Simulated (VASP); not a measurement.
# Ga2C3 (P-3m1) in VASP: a series of runs, part 2 of 2

VASP 6.6.1.

## 3. Single point, r2SCAN

This run uses another cell than the first one, of 11.31 Å³/atom.

The input, POSCAR:

```
Ga2C3
1.0
    3.4756830189      0.0000000000      0.0000000000
   -1.7378415094      3.0100297898      0.0000000000
    0.0000000000      0.0000000000      5.4075981994
Ga C
2 3
Direct
    0.3333333333      0.6666666667      0.2450000000
    0.6666666667      0.3333333333      0.7550000000
    0.0000000000      0.0000000000      0.0000000000
    0.3333333333      0.6666666667      0.6450000000
    0.6666666667      0.3333333333      0.3550000000
```

The input, INCAR.step1:

```
  PREC = Accurate
  ENCUT = 520
  ISMEAR = 0
  SIGMA = 0.1
  LREAL = F
  LASPH = T
  NELM = 100
  NBANDS = 27
  GGA = PE
  ALGO = Normal
  EDIFF = 1E-4
  LWAVE = T
  LCHARG = F
```

The input, INCAR.step2:

```
  PREC = Accurate
  ENCUT = 520
  EDIFF = 1E-6
  ISMEAR = 0
  SIGMA = 0.1
  LREAL = F
  LASPH = T
  NELM = 100
  ALGO = Normal
  ISIF = 2
  LWAVE = F
  LCHARG = T
  METAGGA = R2SCAN
  LMIXTAU = T
  LELF = T
  LVHAR = T
  NBANDS = 27
  ISTART = 1
```

The input, KPOINTS:

```
regular mesh
0
Gamma
  6 6 4
```

Potentials or basis: VASP PAW PBE potentials, release 64 (Ga_d, C).

On the command line:

```
$ cat potpaw_PBE.64/Ga_d/POTCAR potpaw_PBE.64/C/POTCAR > POTCAR
$ cp INCAR.step1 INCAR
$ mpirun -np 1 vasp_std > vasp.out
$ cp INCAR.step2 INCAR
$ mpirun -np 1 vasp_std > vasp.out
```

OUTCAR:

```text
PREC = Accurate
   ENCUT = 520
   EDIFF = 1E-6
   ISMEAR = 0
   LREAL = F
   LASPH = T
   NELM = 100
   ISIF = 2
   METAGGA = R2SCAN
   ISTART = 1

 ion  position               nearest neighbor table
   1  0.333  0.667  0.245-   5 2.09   5 2.09   5 2.09   4 2.16   3 2.40   3 2.40   3 2.40
   2  0.667  0.333  0.755-   4 2.09   4 2.09   4 2.09   5 2.16   3 2.40   3 2.40   3 2.40
   3  0.000  0.000  0.000-   1 2.40   2 2.40   1 2.40   2 2.40   2 2.40   1 2.40
   4  0.333  0.667  0.645-   2 2.09   2 2.09   2 2.09   1 2.16
   5  0.667  0.333  0.355-   1 2.09   1 2.09   1 2.09   2 2.16

  LATTYP: Found a hexagonal cell.
 ALAT       =     3.4756830189
 C/A-ratio  =     1.5558375634

  Lattice vectors:

 A1 = (   3.4756830189,   0.0000000000,   0.0000000000)
 A2 = (  -1.7378415094,   3.0100297898,   0.0000000000)
 A3 = (   0.0000000000,   0.0000000000,   5.4075981994)

Analysis of symmetry for initial positions (statically):
=====================================================================
 Subroutine PRICEL returns:
 Original cell was already a primitive cell.

 Routine SETGRP: Setting up the symmetry group for a
 hexagonal supercell.

 Subroutine GETGRP returns: Found 12 space group operations
 (whereof 12 operations were pure point group operations)
 out of a pool of 24 trial point group operations.

The static configuration has the point symmetry D_3d.

Analysis of symmetry for dynamics (positions and initial velocities):
=====================================================================
 Subroutine PRICEL returns:
 Original cell was already a primitive cell.

 Routine SETGRP: Setting up the symmetry group for a
 hexagonal supercell.

 Subroutine GETGRP returns: Found 12 space group operations
 (whereof 12 operations were pure point group operations)
[... 123 lines left out ...]
   EFERMI_NEDOS =   21; number of points for ismear=-14 and -15
   IALGO  =     38    algorithm
   IMIX   =      4    mixing-type and parameters
     AMIX     =   0.40;   BMIX     =  1.00
     AMIX_MAG =   1.60;   BMIX_MAG =  1.00
  volume/ion in A,a.u.               =      11.31        76.36
  Fermi-wavevector in a.u.,A,eV,Ry     =   1.433720  2.709337 27.967484  2.055552
  Thomas-Fermi vector in A             =   2.553207
   LORBIT       =      0    0 simple, 1 ext, 2 COOP (PROOUT), +10 PAW based schemes
   METAGGA = R2SCAN    functional components
   LHFCALC =     F    Hartree Fock is set to
   AEXX    =    0.0000 exact exchange contribution
   IVDW    =     0    specifies the selected vdW correction
   LEPSILON=     F    determine dielectric tensor
   LRPA    =     F    only Hartree local field effects (RPA)
 non-spin polarized calculation
 Gauss-broadening in eV      SIGMA  =   0.10
  energy-cutoff  :      520.00
  volume of cell :       56.57
 maximum number of plane-waves:      1550
 NGX is ok and might be reduce to    28
   NGX = 13   NGY = 13   NGZ = 21

 number of electron      37.9999981 magnetization

 Free energy of the ion-electron system (eV)
  ---------------------------------------------------
  ext. energy  EPLUGINS =         0.00000000
  ---------------------------------------------------
  free energy    TOTEN  =       -42.51228452 eV

  energy without entropy =      -42.50399827  energy(sigma->0) =      -42.50814139

 E-fermi :   5.8857     XC(G=0): -12.7034

 val. band max:        5.8440265402   @ k =   0.1667   0.1667   0.2500
 cond. band min:       5.9104810523   @ k =   0.1667  -0.0000   0.0000
 fundamental gap:      0.0664545121
 Fermi energy:         5.8857064638

 k-point     1 :       0.0000    0.0000    0.0000
  band No.  band energies     occupation
      1      -9.7346      2.00000
      2      -9.5451      2.00000
      3      -9.3014      2.00000
      4      -9.2782      2.00000
      5      -9.2782      2.00000
      6      -9.2596      2.00000
[... 709 lines left out ...]
     26      15.8896      0.00000
     27      16.0680      0.00000

------------------------ aborting loop because EDIFF is reached ----------------------------------------

  FORCE on cell =-STRESS in cart. coord.  units (eV):
  Direction    XX          YY          ZZ          XY          YZ          ZX
  --------------------------------------------------------------------------------------
  -------------------------------------------------------------------------------------
  Total       -3.2502201     -3.2502201      1.5700431     -0.0000000     -0.0000000      0.0000000
  in kB      -92.0466496    -92.0466496     44.4638204     -0.0000000     -0.0000000      0.0000000
  external PRESSURE =     -46.5431596 kB  Pullay stress =       0.0000000 kB

 VOLUME and BASIS-vectors are now :
 -----------------------------------------------------------------------------
  energy-cutoff  :      520.00
  volume of cell :       56.57
      direct lattice vectors                 reciprocal lattice vectors
     3.475683019  0.000000000  0.000000000     0.287713234  0.166111313  0.000000000
    -1.737841509  3.010029790  0.000000000     0.000000000  0.332222626  0.000000000
     0.000000000  0.000000000  5.407598199     0.000000000  0.000000000  0.184924982

 POSITION                                       TOTAL-FORCE (eV/Angst)
 -----------------------------------------------------------------------------------
     -0.00000      2.00669      1.32486        -0.000000     -0.000000     -0.601144
      1.73784      1.00334      4.08274         0.000000      0.000000      0.601144
      0.00000      0.00000      0.00000         0.000000      0.000000      0.000000
     -0.00000      2.00669      3.48790        -0.000000      0.000000      0.978629
      1.73784      1.00334      1.91970         0.000000      0.000000     -0.978629
 -----------------------------------------------------------------------------------
    total drift:                                0.000000     -0.000000      0.000000

  FREE ENERGIE OF THE ION-ELECTRON SYSTEM (eV)
  ---------------------------------------------------
  free  energy   TOTEN  =       -42.5122845163 eV

  energy  without entropy=      -42.5039982679  energy(sigma->0) =      -42.50814139
```

OSZICAR.step1:

```text
N       E                     dE             d eps       ncg     rms          rms(c)
DAV:   1     0.271855728128E+03    0.27186E+03   -0.18481E+04  1338   0.239E+03
DAV:   2     0.872760115236E+01   -0.26313E+03   -0.25411E+03  1416   0.489E+02
DAV:   3    -0.231609394848E+02   -0.31889E+02   -0.31246E+02  1546   0.129E+02
DAV:   4    -0.245181686482E+02   -0.13572E+01   -0.13306E+01  1649   0.259E+01
DAV:   5    -0.245503214973E+02   -0.32153E-01   -0.32028E-01  1652   0.369E+00    0.555E+00
DAV:   6    -0.237997830617E+02    0.75054E+00   -0.90374E+00  2049   0.304E+01    0.440E+00
DAV:   7    -0.234194727313E+02    0.38031E+00   -0.41880E+00  1684   0.664E+00    0.200E+00
DAV:   8    -0.233826657459E+02    0.36807E-01   -0.46147E-01  1486   0.318E+00    0.961E-01
DAV:   9    -0.233820993457E+02    0.56640E-03   -0.60428E-02  1752   0.214E+00    0.341E-01
DAV:  10    -0.233817318391E+02    0.36751E-03   -0.75064E-03  1850   0.649E-01    0.101E-01
DAV:  11    -0.233817089574E+02    0.22882E-04   -0.10264E-03  1766   0.329E-01    0.362E-02
DAV:  12    -0.233817754808E+02   -0.66523E-04   -0.19720E-04  1182   0.102E-01
   1 F= -.23381775E+02 E0= -.23377659E+02  d E =-.823316E-02
```

It took 5.2 min on 1 thread of AMD EPYC 7R43 (Zen 3), shared host; peak memory 0.15 GiB.

Results:

```
Free energy            : -42.5123 eV
Pressure               : -4.7 GPa
Largest force          : 0.979 eV/Å
Band gap on the k mesh : zero (bands 19 and 20 overlap by 0.79 eV)
```

Forces in eV/Å, atoms in the order of the input:
```
Ga   0.000  0.000 -0.601
Ga   0.000  0.000  0.601
C    0.000  0.000  0.000
C    0.000  0.000  0.979
C    0.000  0.000 -0.979
```

Caveat: the stress differs along the axes, from -9 to 4 GPa; the PAW data sets were made with another functional, which shifts forces and pressure a little.

## 4. Single point, r2SCAN

The input, POSCAR:

```
Ga2C3
1.0
    3.4321252070      0.0000000000      0.0000000000
   -1.7160626035      2.9723076182      0.0000000000
    0.0000000000      0.0000000000      5.4754414466
Ga C
2 3
Direct
    0.3333333333      0.6666666667      0.2895579162
    0.6666666667      0.3333333333      0.7104420838
    0.0000000000      0.0000000000      0.0000000000
    0.3333333333      0.6666666667      0.7267958814
    0.6666666667      0.3333333333      0.2732041186
```

The input, INCAR.step1:

```
SYSTEM = Ga2C3
PREC = Accurate ; ENCUT = 520
ISMEAR = 0 ; SIGMA = 0.1
LREAL = .FALSE. ; LASPH = .TRUE.
NELM = 60 ; NBANDS = 27
GGA = PE ; ALGO = Normal
EDIFF = 1E-4 ; LWAVE = .TRUE.
LCHARG = .FALSE.
```

The input, INCAR.step2:

```
SYSTEM = Ga2C3
PREC = Accurate ; ENCUT = 520
EDIFF = 1E-6 ; ISMEAR = 0
SIGMA = 0.1 ; LREAL = .FALSE.
LASPH = .TRUE. ; NELM = 60
ALGO = Normal ; ISIF = 2
LWAVE = .FALSE. ; LCHARG = .TRUE.
METAGGA = R2SCAN ; LMIXTAU = .TRUE.
LELF = .TRUE. ; LVHAR = .TRUE.
NBANDS = 27 ; ISTART = 1
```

The input, KPOINTS:

```
Automatic mesh
0
G
  12 12 8
  0 0 0
```

Potentials or basis: VASP PAW PBE potentials, release 64 (Ga_d, C).

On the command line:

```
$ cat potpaw_PBE.64/Ga_d/POTCAR potpaw_PBE.64/C/POTCAR > POTCAR
$ cp INCAR.step1 INCAR
$ mpirun -np 1 vasp_std > vasp.out
$ cp INCAR.step2 INCAR
$ mpirun -np 1 vasp_std > vasp.out
```

OUTCAR:

```text
SYSTEM = Ga2C3
   PREC = Accurate
   ENCUT = 520
   EDIFF = 1E-6
   ISMEAR = 0
   LREAL = .FALSE.
   LASPH = .TRUE.
   NELM = 60
   ISIF = 2
   METAGGA = R2SCAN
   ISTART = 1

 ion  position               nearest neighbor table
   1  0.333  0.667  0.290-   5 1.98   5 1.98   5 1.98   4 2.39
   2  0.667  0.333  0.710-   4 1.98   4 1.98   4 1.98   5 2.39
   3  0.000  0.000  0.000-
   4  0.333  0.667  0.727-   2 1.98   2 1.98   2 1.98   1 2.39
[... 926 lines left out ...]
  --------------------------------------------------------------------------------------
  -------------------------------------------------------------------------------------
  Total        0.2727671      0.2727671      0.0153612      0.0000000      0.0000000      0.0000000
  in kB        7.8239586      7.8239586      0.4406155      0.0000000      0.0000000      0.0000000
  external PRESSURE =       5.3628442 kB  Pullay stress =       0.0000000 kB

 VOLUME and BASIS-vectors are now :
 -----------------------------------------------------------------------------
  energy-cutoff  :      520.00
  volume of cell :       55.86
      direct lattice vectors                 reciprocal lattice vectors
     3.432125207  0.000000000  0.000000000     0.291364662  0.168219466  0.000000000
    -1.716062603  2.972307618  0.000000000     0.000000000  0.336438932  0.000000000
     0.000000000  0.000000000  5.475441447     0.000000000  0.000000000  0.182633676

 POSITION                                       TOTAL-FORCE (eV/Angst)
 -----------------------------------------------------------------------------------
     -0.00000      1.98154      1.58546        -0.000000      0.000000     -0.002293
      1.71606      0.99077      3.88998         0.000000      0.000000      0.002293
      0.00000      0.00000      0.00000        -0.000000      0.000000      0.000000
     -0.00000      1.98154      3.97953        -0.000000      0.000000      0.008667
      1.71606      0.99077      1.49591        -0.000000     -0.000000     -0.008667
 -----------------------------------------------------------------------------------
    total drift:                                0.000000     -0.000000      0.000000

  FREE ENERGIE OF THE ION-ELECTRON SYSTEM (eV)
  ---------------------------------------------------
  free  energy   TOTEN  =       -43.1199403337 eV

  energy  without entropy=      -43.1183837218  energy(sigma->0) =      -43.11916203
```

OUTCAR.step1:

```text
SYSTEM = Ga2C3
   PREC = Accurate
   ENCUT = 520
   ISMEAR = 0
   LREAL = .FALSE.
   LASPH = .TRUE.
[... 954 lines left out ...]
      0.00000      0.00000      0.00000         0.000000      0.000000      0.000000
     -0.00000      1.98154      3.97953         0.000000     -0.000000      0.115328
      1.71606      0.99077      1.49591        -0.000000      0.000000     -0.115328
 -----------------------------------------------------------------------------------
    total drift:                                0.000000     -0.000000      0.000000

  FREE ENERGIE OF THE ION-ELECTRON SYSTEM (eV)
  ---------------------------------------------------
  free  energy   TOTEN  =       -23.8989557510 eV

  energy  without entropy=      -23.8971811465  energy(sigma->0) =      -23.89806845
```

It took 17 min on 1 thread of AMD EPYC 7R43 (Zen 3), shared host; peak memory 0.26 GiB.

What came out:

```
Free energy            : -43.1199 eV
Pressure               : 0.5 GPa
Largest force          : 0.009 eV/Å
Band gap on the k mesh : zero (bands 19 and 20 overlap by 0.32 eV)
```

Forces on the atoms (eV/Å):
```
Ga   0.000  0.000 -0.002
Ga   0.000  0.000  0.002
C    0.000  0.000  0.000
C    0.000  0.000  0.009
C    0.000  0.000 -0.009
```

Levels at points of the mesh, in eV from the Fermi level:
| k point | band 17 | band 18 | band 19 | band 20 | band 21 | band 22 |
| --- | --- | --- | --- | --- | --- | --- |
| (0.00, 0.00, 0.00) | -1.48 | -1.28 | -1.28 | 0.49 | 0.49 | 2.09 |
| (0.50, 0.00, 0.00) | -4.52 | -1.94 | -0.31 | 0.16 | 1.00 | 2.88 |
| (0.00, 0.00, 0.50) | -0.65 | -0.65 | -0.22 | -0.22 | 0.58 | 0.65 |
| (0.50, 0.00, 0.50) | -3.21 | -2.61 | -1.34 | -0.14 | 1.79 | 2.17 |

Caveat: the PAW data sets were made with another functional, which shifts forces and pressure a little.

## 5. Relaxation of cell and atoms, r2SCAN

The input, POSCAR:

```
Ga2C3
1.0
    3.4300523312      0.0000000000      0.0000000000
   -1.7150261656      2.9705124552      0.0000000000
    0.0000000000      0.0000000000      5.4854501424
Ga C
2 3
Direct
    0.3333333333      0.6666666667      0.2881876961
    0.6666666667      0.3333333333      0.7118123039
    0.0000000000      0.0000000000      0.0000000000
    0.3333333333      0.6666666667      0.7273287234
    0.6666666667      0.3333333333      0.2726712766
```

The input, INCAR.step1:

```
SYSTEM = Ga2C3
PREC = Accurate
ENCUT = 600
ISMEAR = 0
SIGMA = 0.1
LREAL = .False.
LASPH = .True.
NELM = 80
GGA = PE
ALGO = Normal
EDIFF = 1E-4
LWAVE = .True.
LCHARG = .False.
```

The input, INCAR.step2:

```
SYSTEM = Ga2C3
PREC = Accurate
ENCUT = 600
EDIFF = 1E-6
ISMEAR = 0
SIGMA = 0.1
LREAL = .False.
LASPH = .True.
NELM = 80
ALGO = Normal
ISIF = 3
LWAVE = .False.
LCHARG = .False.
METAGGA = R2SCAN
LMIXTAU = .True.
IBRION = 2
NSW = 100
EDIFFG = -0.01
ISTART = 1
```

The input, KPOINTS:

```
Automatic mesh
0
Gamma
  12 12 8
  0 0 0
```

On the command line:

```
$ cat potpaw_PBE.64/Ga_d/POTCAR potpaw_PBE.64/C/POTCAR > POTCAR
$ cp INCAR.step1 INCAR
$ mpirun -np 1 vasp_std > vasp.out
$ cp INCAR.step2 INCAR
$ mpirun -np 1 vasp_std > vasp.out
```

It took 1.8 h on 1 thread of Oxide Virtual Turin-like, shared host; peak memory 0.31 GiB.

Results (log left out):

* Free energy: -43.1241 eV
* Relaxed volume: 11.16 Å³/atom
* Relaxed cell: a = 3.441 Å, b = 3.441 Å, c = 5.443 Å, α = 90.00°, β = 90.00°, γ = 120.00°
* Space group after relaxing (to 0.1 Å): P-3m1 (No. 164)
* Energy gained by relaxing: 0.3 meV/atom
* Ionic steps: 16
* Pressure after relaxing: 0.0 GPa
* Largest force after relaxing: 0.007 eV/Å
* Band gap on the k mesh: zero (bands 19 and 20 overlap by 0.32 eV)

Forces on the atoms (eV/Å):
```
Ga   0.000  0.000  0.002
Ga   0.000  0.000 -0.002
C    0.000  0.000  0.000
C    0.000  0.000  0.007
C    0.000  0.000 -0.007
```

Step by step:
| step | energy change (eV) | largest force (eV/Å) | pressure (GPa) | volume (Å³) |
| --- | --- | --- | --- | --- |
| 1 | 0.0000 | 0.0401 | 0.41 | 55.89 |
| 2 | -0.0006 | 0.0289 | -0.46 | 56.13 |
| 3 | -0.0006 | 0.0318 | -0.24 | 56.08 |
| 4 | -0.0011 | 0.0260 | -0.19 | 56.00 |
| 5 | -0.0017 | 0.0163 | 0.10 | 55.77 |
| 6 | -0.0017 | 0.0126 | 0.06 | 55.80 |
| 7 | -0.0017 | 0.0131 | 0.10 | 55.79 |
| 8 | -0.0017 | 0.0075 | -0.21 | 55.84 |
| 9 | -0.0017 | 0.0113 | -0.02 | 55.81 |
| 10 | -0.0017 | 0.0109 | -0.04 | 55.81 |
| 11 | -0.0017 | 0.0092 | -0.12 | 55.83 |
| 12 | -0.0017 | 0.0108 | -0.03 | 55.82 |
| 13 | -0.0017 | 0.0109 | -0.02 | 55.82 |
| 14 | -0.0017 | 0.0110 | -0.02 | 55.81 |
| 15 | -0.0017 | 0.0113 | 0.00 | 55.81 |
| 16 | -0.0017 | 0.0071 | -0.03 | 55.81 |

Final structure:
```yaml
crystal:
  lattice:
    - [3.44090, 0.00000, 0.00000]
    - [-1.72045, 2.97990, 0.00000]
    - [0.00000, 0.00000, 5.44342]
  atoms:
    - { symbol: Ga, position: [0.33333, 0.66667, 0.28993] }
    - { symbol: Ga, position: [0.66667, 0.33333, 0.71007] }
    - { symbol: C, position: [0.00000, 0.00000, 0.00000] }
    - { symbol: C, position: [0.33333, 0.66667, 0.72659] }
    - { symbol: C, position: [0.66667, 0.33333, 0.27341] }
```

Levels at points of the mesh, in eV from the Fermi level:
```
           k point  band 16  band 17  band 18  band 19  band 20  band 21  band 22  band 23
(0.00, 0.00, 0.00)    -1.53    -1.47    -1.31    -1.31     0.49     0.49     2.07     4.11
(0.50, 0.00, 0.00)    -5.09    -4.56    -1.92    -0.33     0.16     1.00     2.84     3.08
(0.00, 0.00, 0.50)    -1.59    -0.66    -0.66    -0.25    -0.25     0.54     0.62     3.67
(0.50, 0.00, 0.50)    -3.83    -3.22    -2.60    -1.31    -0.10     1.81     2.18     4.14
```

Caveat: the PAW data sets were made with another functional, which shifts forces and pressure a little.

## 6. The runs side by side

| task | cell | k mesh | cutoff (eV) | gap on the mesh (eV) | pressure (GPa) | largest force (eV/Å) |
| --- | --- | --- | --- | --- | --- | --- |
| single point | a = 3.430, b = 3.430, c = 5.485 Å, angles 90.0, 90.0, 120.0°, 5 atoms, atomic positions A | 6 × 6 × 4 | 520 | none | 0.7 | 0.02 |
| single point | a = 3.476, b = 3.476, c = 5.408 Å, angles 90.0, 90.0, 120.0°, 5 atoms, atomic positions B | 6 × 6 × 4 | 520 | none | -4.7 | 0.98 |
| single point | a = 3.432, b = 3.432, c = 5.475 Å, angles 90.0, 90.0, 120.0°, 5 atoms, atomic positions C | 12 × 12 × 8 | 520 | none | 0.5 | 0.01 |
| relaxation of cell and atoms | relaxed from a = 3.430, b = 3.430, c = 5.485 Å, angles 90.0, 90.0, 120.0°, 5 atoms, atomic positions A | 12 × 12 × 8 | 600 | none | 0.0 | 0.01 |

Alike in all rows: level r2SCAN; potentials or basis VASP PAW PBE potentials, release 64 (Ga_d, C); no spin polarisation; smearing gaussian 0.1 eV.

Caveats: the PAW data sets were made with another functional, which shifts forces and pressure a little; the stress differs along the axes, from -9 to 4 GPa (at least some runs).

Absolute energies hang on the potentials; compare differences alone.

The gap in the log of VASP goes by the Fermi energy; the results here count the filled bands.